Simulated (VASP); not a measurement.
BAs, 2 atoms in the cell. It takes space group I-4m2 (No. 119, tetragonal). Conventional cell: a = 3.378 Å, b = 3.378 Å, c = 4.825 Å, α = 90.00°, β = 90.00°, γ = 90.00°. Within 2.7 Å of B (site symmetry -4m2) lie 4 As at 2.08 Å. As (site symmetry -4m2) has 4 B at 2.08 Å within 2.7 Å.  This cell differs from its parent crystal: strain +0.0100 x Voigt [1, 0, 0, 0, 0, 0].

- Program: VASP 6.6.1
- Task: single point
- Functional: r2SCAN
- Potentials or basis: VASP PAW PBE potentials, release 64 (B, As)
- Cutoff: 520 eV
- k mesh: 10 × 10 × 10
- Occupations: gaussian, width 0.05 eV
- Spin: no spin polarisation
- Dipole correction: no
- Further INCAR settings: ALGO = Normal; EDIFF = 1e-07; NBANDS = 11

Potentials or basis: VASP PAW PBE potentials, release 64 (B, As).

The run is started by

```bash
$ cat potpaw_PBE.64/B/POTCAR potpaw_PBE.64/As/POTCAR > POTCAR
$ cp INCAR.step1 INCAR
$ mpirun -np 1 vasp_std > vasp.out
$ cp INCAR.step2 INCAR
$ mpirun -np 1 vasp_std > vasp.out
```

Hardware: 1 thread of Intel(R) Xeon(R) Platinum 8375C CPU @ 2.90GHz (Ice Lake), with other jobs on the host.

Problem. Estimate the wall time of this run.

Solution. It took 3.4 min on 1 thread of Intel(R) Xeon(R) Platinum 8375C CPU @ 2.90GHz (Ice Lake), on a shared host, peak memory 0.18 GiB. Counts: k points 102.
